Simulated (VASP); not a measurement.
# LiF in VASP: further runs

LiF is run at these levels: PBE, r2SCAN; tasks: single point.

All numbers are computed with VASP 6.6.1; they aren't measurements. Logs are shortened: lines on timing, memory, paths and dates and some standing lists are left out, and cuts for length are marked.

**1. The cell of the first run**

It takes space group Fm-3m (No. 225, cubic). Conventional cell: a = 3.890 Å, b = 3.890 Å, c = 3.890 Å, α = 90.00°, β = 90.00°, γ = 90.00°. Li (site symmetry m-3m) has 6 F at 1.94 Å within 2.6 Å. Within 2.6 Å of F (site symmetry m-3m) lie 6 Li at 1.94 Å.

**2. Single point, PBE (strain -2.5%)**

Input file INCAR:

```
PREC = Accurate
ENCUT = 520
EDIFF = 1E-7
ISMEAR = -1
SIGMA = 0.02
LREAL = False
LASPH = True
NELM = 100
ALGO = Normal
ISIF = 2
LWAVE = False
LCHARG = False
GGA = PE
NBANDS = 12
```

Input file KPOINTS:

```
Automatic mesh
0
Gamma
  10 10 10
```

Input file POSCAR:

```
LiF
1.0
    0.0000000000      1.9449999471      1.9449999471
    1.9449999471      0.0000000000      1.9449999471
    1.9449999471      1.9449999471      0.0000000000
Li F
1 1
Direct
    0.0000000000      0.0000000000      0.0000000000
    0.5000000000      0.5000000000      0.5000000000
```

Potentials or basis: VASP PAW PBE potentials, release 64 (Li_sv, F).

Launch:

```sh
> cat potpaw_PBE.64/Li_sv/POTCAR potpaw_PBE.64/F/POTCAR > POTCAR
> mpirun -np 1 vasp_std > vasp.out
```

OUTCAR:

```text
PREC = Accurate
   ENCUT = 520
   EDIFF = 1E-7
   ISMEAR = -1
   LREAL = False
   LASPH = True
   NELM = 100
   ISIF = 2
   GGA = PE

 ion  position               nearest neighbor table
   1  0.000  0.000  0.000-   2 1.94   2 1.94   2 1.94   2 1.94   2 1.94   2 1.94
   2  0.500  0.500  0.500-   1 1.94   1 1.94   1 1.94   1 1.94   1 1.94   1 1.94

  LATTYP: Found a face centered cubic cell.
 ALAT       =     3.8899998942

  Lattice vectors:

 A1 = (   0.0000000000,   1.9449999471,   1.9449999471)
 A2 = (   1.9449999471,   0.0000000000,   1.9449999471)
 A3 = (   1.9449999471,   1.9449999471,   0.0000000000)

Analysis of symmetry for initial positions (statically):
=====================================================================
 Subroutine PRICEL returns:
 Original cell was already a primitive cell.

 Routine SETGRP: Setting up the symmetry group for a
 face centered cubic supercell.

 Subroutine GETGRP returns: Found 48 space group operations
 (whereof 48 operations were pure point group operations)
 out of a pool of 48 trial point group operations.

The static configuration has the point symmetry O_h .

Analysis of symmetry for dynamics (positions and initial velocities):
=====================================================================
 Subroutine PRICEL returns:
 Original cell was already a primitive cell.

 Routine SETGRP: Setting up the symmetry group for a
 face centered cubic supercell.

 Subroutine GETGRP returns: Found 48 space group operations
 (whereof 48 operations were pure point group operations)
 out of a pool of 48 trial point group operations.

The dynamic configuration has the point symmetry O_h .

 Subroutine INISYM returns: Found 48 space group operations
 (whereof 48 operations are pure point group operations),
 and found     1 'primitive' translations

----------------------------------------------------------------------------------------

                                     Primitive cell

  volume of cell :      14.7160

  direct lattice vectors                    reciprocal lattice vectors
     0.000000000  1.944999947  1.944999947    -0.257069416  0.257069416  0.257069416
     1.944999947  0.000000000  1.944999947     0.257069416 -0.257069416  0.257069416
     1.944999947  1.944999947  0.000000000     0.257069416  0.257069416 -0.257069416

  length of vectors
     2.750645304  2.750645304  2.750645304     0.445257289  0.445257289  0.445257289

  position of ions in fractional coordinates (direct lattice)
     0.000000000  0.000000000  0.000000000
     0.500000000  0.500000000  0.500000000

  ion indices of the primitive-cell ions
   primitive index   ion index
                 1           1
                 2           2

----------------------------------------------------------------------------------------

 KPOINTS: Automatic mesh

Automatic generation of k-mesh.
 Grid dimensions read from file:
 generate k-points for:   10   10   10

 Generating k-lattice:

  Cartesian coordinates                     Fractional coordinates (reciprocal lattice)
    -0.025706942  0.025706942  0.025706942     0.100000000  0.000000000  0.000000000
     0.025706942 -0.025706942  0.025706942     0.000000000  0.100000000  0.000000000
     0.025706942  0.025706942 -0.025706942     0.000000000  0.000000000  0.100000000

  Length of vectors
     0.044525729  0.044525729  0.044525729

  Shift w.r.t. Gamma in fractional coordinates (k-lattice)
     0.000000000  0.000000000  0.000000000

 Subroutine IBZKPT returns following result:
 ===========================================

 Found     47 irreducible k-points:

 Following reciprocal coordinates:
            Coordinates               Weight
  0.000000  0.000000  0.000000      1.000000
  0.100000  0.000000  0.000000      8.000000
  0.200000  0.000000  0.000000      8.000000
  0.300000  0.000000  0.000000      8.000000
  0.400000  0.000000  0.000000      8.000000
  0.500000  0.000000  0.000000      4.000000
[... 16 lines left out ...]
  0.300000  0.300000  0.000000      6.000000
  0.400000  0.300000  0.000000     24.000000
 [... further k-points ...]
   k-points           NKPTS =     47   k-points in BZ     NKDIM =     47   number of bands    NBANDS=     12
   number of dos      NEDOS =    301   number of ions     NIONS =      2
   total plane-waves  NPLWV =   8000
   dimension x,y,z NGX =    20 NGY =   20 NGZ =   20
   dimension x,y,z NGXF=    40 NGYF=   40 NGZF=   40
   ions per type =               1   1
   NGX,Y,Z   is equivalent  to a cutoff of  12.09, 12.09, 12.09 a.u.
   NGXF,Y,Z  is equivalent  to a cutoff of  24.18, 24.18, 24.18 a.u.
 SYSTEM =  unknown system
   PREC   = accura    normal or accurate (medium, high low for compatibility)
   ISTART =      0    job   : 0-new  1-cont  2-samecut
   ICHARG =      2    charge: 1-file 2-atom 10-const
   ISPIN  =      1    spin polarized calculation?
   LNONCOLLINEAR =      F non collinear calculations
   LSORBIT =      F    spin-orbit coupling
   LASPH  =      T    aspherical Exc in radial PAW
   ENCUT  =  520.0 eV  38.22 Ry    6.18 a.u.   5.11  5.11  5.11*2*pi/ulx,y,z
   NELM   =    100;   NELMIN=  2; NELMDL= -5     # of ELM steps
   EDIFF  = 0.1E-06   stopping-criterion for ELM
   LREAL  =      F    real-space projection
   EDIFFG = 0.1E-05   stopping-criterion for IOM
   NSW    =      0    number of steps for IOM
   IBRION =     -1    ionic relax: 0-MD 1-quasi-New 2-CG
   NFREE  =      0    steps in history (QN), initial steepest desc. (CG)
   ISIF   =      2    stress and relaxation
   ISYM   =      2    0-nonsym 1-usesym 2-fastsym
   POTIM  = 0.5000    time-step for ionic-motion
   TEBEG  =    0.0;   TEEND  =   0.0 temperature during run
   PSTRESS=    0.0 pullay stress
   NELECT =      10.0000    total number of electrons
   NUPDOWN=      -1.0000    fix difference up-down
   EMIN   =  10.00;   EMAX   =-10.00  energy-range for DOS
   EFERMI =   0.00;   METHOD = LEGACY
   ISMEAR =    -1;   SIGMA  =   0.02  broadening in eV -4-tet -1-fermi 0-gaus
   EFERMI_NEDOS =   21; number of points for ismear=-14 and -15
   IALGO  =     38    algorithm
   IMIX   =      4    mixing-type and parameters
     AMIX     =   0.40;   BMIX     =  1.00
     AMIX_MAG =   1.60;   BMIX_MAG =  1.00
  volume/ion in A,a.u.               =       7.36        49.65
  Fermi-wavevector in a.u.,A,eV,Ry     =   1.439280  2.719844 28.184828  2.071526
  Thomas-Fermi vector in A             =   2.558153
   LORBIT       =      0    0 simple, 1 ext, 2 COOP (PROOUT), +10 PAW based schemes
   GGA     = PE    functional components
[... 5 lines left out ...]
 non-spin polarized calculation
  energy-cutoff  :      520.00
  volume of cell :       14.72
 maximum number of plane-waves:       411
   NGX = 11   NGY = 11   NGZ = 11

 number of electron      10.0000000 magnetization

 number of electron       9.9999976 magnetization

 Free energy of the ion-electron system (eV)
  ---------------------------------------------------
  ext. energy  EPLUGINS =         0.00000000
  ---------------------------------------------------
  free energy    TOTEN  =        -9.56962336 eV

  energy without entropy =       -9.56962336  energy(sigma->0) =       -9.56962336

 E-fermi :   0.0559     XC(G=0): -10.5027

 val. band max:       -0.3393625648   @ k =   0.0000   0.0000   0.0000
 cond. band min:       9.7422134076   @ k =   0.0000   0.0000   0.0000
 fundamental gap:     10.0815759724
 Fermi energy:         0.0559253680

 k-point     1 :       0.0000    0.0000    0.0000
  band No.  band energies     occupation
      1     -41.0589      2.00000
      2     -20.6201      2.00000
      3      -0.3394      2.00000
      4      -0.3394      2.00000
      5      -0.3394      2.00000
      6       9.7422      0.00000
      7      25.0291      0.00000
      8      25.0291      0.00000
      9      25.0291      0.00000
     10      25.0390      0.00000
     11      25.0391      0.00000
     12      25.0391      0.00000

 k-point     2 :       0.1000    0.0000    0.0000
  band No.  band energies     occupation
      1     -41.0499      2.00000
      2     -20.5738      2.00000
      3      -0.6597      2.00000
      4      -0.3664      2.00000
      5      -0.3664      2.00000
      6      10.0310      0.00000
      7      21.9552      0.00000
      8      23.5593      0.00000
      9      23.5593      0.00000
     10      26.2338      0.00000
     11      26.2338      0.00000
     12      26.4447      0.00000

 k-point     3 :       0.2000    0.0000    0.0000
  band No.  band energies     occupation
      1     -41.0270      2.00000
      2     -20.4522      2.00000
      3      -1.4328      2.00000
      4      -0.4354      2.00000
      5      -0.4354      2.00000
      6      10.6351      0.00000
      7      19.4092      0.00000
      8      21.9374      0.00000
      9      21.9374      0.00000
     10      27.5300      0.00000
     11      27.6527      0.00000
     12      27.6527      0.00000
[... 286 lines left out ...]
 k-point    23 :       0.3000    0.3000    0.0000
  band No.  band energies     occupation
      1     -40.9822      2.00000
      2     -20.1140      2.00000
      3      -2.5036      2.00000
      4      -1.1138      2.00000
      5      -1.1138      2.00000
      6      12.9593      0.00000
      7      18.1850      0.00000
      8      19.8178      0.00000
      9      21.2679      0.00000
     10      21.2680      0.00000
     11      36.0205      0.00000
     12      36.7023      0.00000

 k-point    24 :       0.4000    0.3000    0.0000
  band No.  band energies     occupation
      1     -40.9655      2.00000
      2     -19.9766      2.00000
      3      -2.9967      2.00000
      4      -1.3574      2.00000
      5      -1.2279      2.00000
      6      13.7620      0.00000
      7      17.0982      0.00000
      8      19.3508      0.00000
      9      21.0119      0.00000
     10      22.0948      0.00000
     11      36.0568      0.00000
     12      36.4772      0.00000

 [... further k-points ...]
[... 5 lines left out ...]
  --------------------------------------------------------------------------------------
  -------------------------------------------------------------------------------------
  Total        1.0580031      1.0580031      1.0580031      0.0000000      0.0000000      0.0000000
  in kB      115.1883971    115.1883971    115.1883971      0.0000000      0.0000000      0.0000000
  external PRESSURE =     115.1883971 kB  Pullay stress =       0.0000000 kB

 VOLUME and BASIS-vectors are now :
 -----------------------------------------------------------------------------
  energy-cutoff  :      520.00
  volume of cell :       14.72
      direct lattice vectors                 reciprocal lattice vectors
     0.000000000  1.944999947  1.944999947    -0.257069416  0.257069416  0.257069416
     1.944999947  0.000000000  1.944999947     0.257069416 -0.257069416  0.257069416
     1.944999947  1.944999947  0.000000000     0.257069416  0.257069416 -0.257069416

 POSITION                                       TOTAL-FORCE (eV/Angst)
 -----------------------------------------------------------------------------------
      0.00000      0.00000      0.00000         0.000000     -0.000000      0.000000
      1.94500      1.94500      1.94500        -0.000000      0.000000     -0.000000
 -----------------------------------------------------------------------------------
    total drift:                                0.000000      0.000000      0.000000

  FREE ENERGIE OF THE ION-ELECTRON SYSTEM (eV)
  ---------------------------------------------------
  free  energy   TOTEN  =        -9.5696233595 eV

  energy  without entropy=       -9.5696233594  energy(sigma->0) =       -9.56962336
```

It took 4.1 s on 1 thread of Intel Xeon 6975P-C (Granite Rapids), shared host; peak memory 0.12 GiB.

What came out:

| Property | Result |
| --- | --- |
| Free energy | -9.5696 eV |
| Band gap on the k mesh | 10.08 eV, direct |

Caveat: the cell differs from its parent crystal (strain -2.5%); the cutoff is under 1.25 times the usual one of these potentials, so pressure, stress and relaxed cells hold a basis-set (Pulay) error. A k mesh can miss the band edges.

(Continued in part 2 of 2.)
